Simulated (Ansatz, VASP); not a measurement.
# BiTe in VASP and in Ansatz

File INCAR:

```
SYSTEM = BiTe
PREC     = Accurate       ! precision mode
ENCUT    = 520            ! plane-wave cutoff, eV
EDIFF    = 1E-6           ! SCF threshold, eV
ISMEAR   = 1              ! smearing method
SIGMA    = 0.005          ! smearing width, eV
LREAL    = .False.        ! projectors in reciprocal space
LASPH    = .True.         ! aspherical terms in the spheres
NELM     = 80             ! most SCF steps
ALGO     = Normal         ! electronic algorithm
ISIF     = 2              ! what is computed and relaxed
LWAVE    = .False.        ! write WAVECAR
LCHARG   = .True.         ! write CHGCAR
LELF     = .True.         ! ELF
LVHAR    = .True.       
NBANDS   = 18             ! bands
```

File KPOINTS:

```
regular mesh
0
Gamma
  10 10 10
  0 0 0
```

POSCAR

```
BiTe
1.0
    0.0000000000      3.0201110436      3.0201110436
    3.0201110436      0.0000000000      3.0201110436
    3.0201110436      3.0201110436      0.0000000000
Bi Te
1 1
Direct
    0.0000000000      0.0000000000      0.0000000000
    0.5000000000      0.5000000000      0.5000000000
```

Input for Ansatz:

```yaml
crystal:
  lattice:
    - [0.0, 3.0201110436, 3.0201110436]
    - [3.0201110436, 0.0, 3.0201110436]
    - [3.0201110436, 3.0201110436, 0.0]
  atoms:
    - { symbol: Bi, position: [0.0, 0.0, 0.0] }
    - { symbol: Te, position: [0.5, 0.5, 0.5] }
kpoints:
  mp_grid: { grid: [10, 10, 10] }
  band_path:
    path:
      - [0.0, 0.0, 0.0]
      - [0.5, 0.0, 0.5]
      - [0.625, 0.25, 0.625]
      - [0.375, 0.375, 0.75]
      - [0.0, 0.0, 0.0]
      - [0.5, 0.5, 0.5]
      - [0.5, 0.25, 0.75]
      - [0.5, 0.0, 0.5]
    npoints: 6
scf:
  occupations: { method: cold, width: 0.005 }
  n_extra_bands: 32
hamiltonian:
  xc: lda
  pseudopotentials: { kind: all_electron, lapw: { basis_error: 0.001 } }
output:
  forces: true
  stress: true
  eigenvalues: true
  populations: true
```

Alike in both runs: task single point; functional LDA; k mesh 10 × 10 × 10; no spin polarisation.

|  | VASP | Ansatz |
| --- | --- | --- |
| version | VASP 6.6.1 | Ansatz 0.2.0 |
| potentials or method | VASP PAW LDA potentials, release 64 (Bi_d, Te), cutoff 520 eV | all-electron LAPW, scalar-relativistic |
| occupations | methfessel-paxton of order 1, width 0.005 eV | cold, width 0.005 eV |

```tsv
	VASP	Ansatz	Ansatz less VASP
gap on the k mesh at the Fermi level (eV)	none	none	-
pressure (GPa)	12.2	12.0	-0.13
```

LDA's correlation is that of Perdew and Zunger in VASP and of Perdew and Wang (1992) in Ansatz. A gap of «none» marks a metal or a gap that the smearing closes. Ansatz ran all-electron here, and VASP with PAW potentials.

Neither program's run includes spin-orbit coupling.
